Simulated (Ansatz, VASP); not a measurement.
## Two plane-wave programs on CdSe

File INCAR:

```
  PREC = Accurate
  ENCUT = 520
  EDIFF = 1E-7
  ISMEAR = 0
  SIGMA = 0.05
  LREAL = False
  LASPH = True
  NELM = 100
  ALGO = Normal
  ISIF = 2
  LWAVE = False
  LCHARG = True
  GGA = PS
  LELF = True
  LVHAR = True
  NBANDS = 26
```

The input KPOINTS:

```
Automatic mesh
0
Gamma
  10 10 6
```

POSCAR

```
CdSe
1.0
    4.2984999141      0.0000000000      0.0000000000
   -2.1492499571      3.7226101238      0.0000000000
    0.0000000000      0.0000000000      7.0151999999
Cd Se
2 2
Direct
    0.6666666667      0.3333333333      0.0000000000
    0.3333333333      0.6666666667      0.5000000000
    0.6666666667      0.3333333333      0.3750000000
    0.3333333333      0.6666666667      0.8750000000
```

Input for Ansatz:

```yaml
crystal:
  lattice:
    - [4.2984999141, 0.0, 0.0]
    - [-2.1492499571, 3.7226101238, 0.0]
    - [0.0, 0.0, 7.0151999999]
  atoms:
    - { symbol: Cd, position: [0.6666666667, 0.3333333333, 0.0] }
    - { symbol: Cd, position: [0.3333333333, 0.6666666667, 0.5] }
    - { symbol: Se, position: [0.6666666667, 0.3333333333, 0.375] }
    - { symbol: Se, position: [0.3333333333, 0.6666666667, 0.875] }
basis:
  ecutwfc: 420
  ecutrho_ratio: 4
kpoints:
  mp_grid: { grid: [10, 10, 6] }
hamiltonian:
  xc: pbesol
scf:
  occupations: { method: gaussian, width: 0.05 }
output:
  forces: true
  stress: true
  eigenvalues: true
```

Alike in both runs: task single point; functional PBEsol; k mesh 10 × 10 × 6; occupations gaussian, width 0.05 eV; no spin polarisation.

|  | VASP | Ansatz |
| --- | --- | --- |
| version | VASP 6.6.1 | Ansatz 0.2.0 |
| potentials or method | VASP PAW PBE potentials, release 64 (Cd, Se), cutoff 520 eV | scalar-relativistic, plane waves, PAW |
| valence electrons in the cell | 36 | 72 |

|  | VASP | Ansatz | Ansatz less VASP |
| --- | --- | --- | --- |
| gap on the k mesh at the Fermi level (eV) | 0.54 | 0.54 | -0.001 |
| least direct gap on the mesh (eV) | 0.54 | 0.54 | -0.001 |
| pressure (GPa) | 0.5 | 0.1 | -0.34 |
| traceless stress, the component that is largest in VASP (GPa) | 0.12 | 0.11 | -0.009 |
| rms of the force components (eV/Å) | 0.013 | 0.014 | +0.0002 |

VASP's potentials were made for PBE, not for PBEsol. Atom by atom the forces differ by 0.000 eV/Å (rms over components). VASP's potentials hold 36 valence electrons a cell and Ansatz's 72, so a difference there can come from the potentials and not from the codes.
